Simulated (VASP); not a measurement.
The system is GaSb.

```
Sb Ga
1.0
    -1.55590    2.67500    2.89331
     1.55590   -2.67500    2.89331
     1.55590    2.67500   -2.89331
Sb Ga
1 1
Direct
  0.50000 0.50000 0.00000
  0.00000 0.00000 0.00000
```

Base run:

```yaml
Program: VASP 6.6.1
Functional: PBE
Potentials_or_basis: VASP PAW PBE potentials, release 64 (Sb, Ga_d)
Cutoff: 520 eV
k_mesh: 10 × 10 × 10
Occupations: gaussian, width 0.05 eV
Spin: no spin polarisation
```

Its results: band gap on the k mesh zero (bands 9 and 10 overlap by 4.46 eV); pressure -0.1 GPa.

The run is repeated on the same cell with these changes: k mesh from 10 × 10 × 10 to 4 × 4 × 4; occupations from gaussian, width 0.05 eV to fermi-dirac, width 0.06 eV. What comes out?

Band gap on the k mesh zero (bands 9 and 10 overlap by 3.18 eV); pressure -0.9 GPa.

Caveats: some runs use coarse meshes; spin-orbit coupling is left out, which moves the levels of the heavy elements.
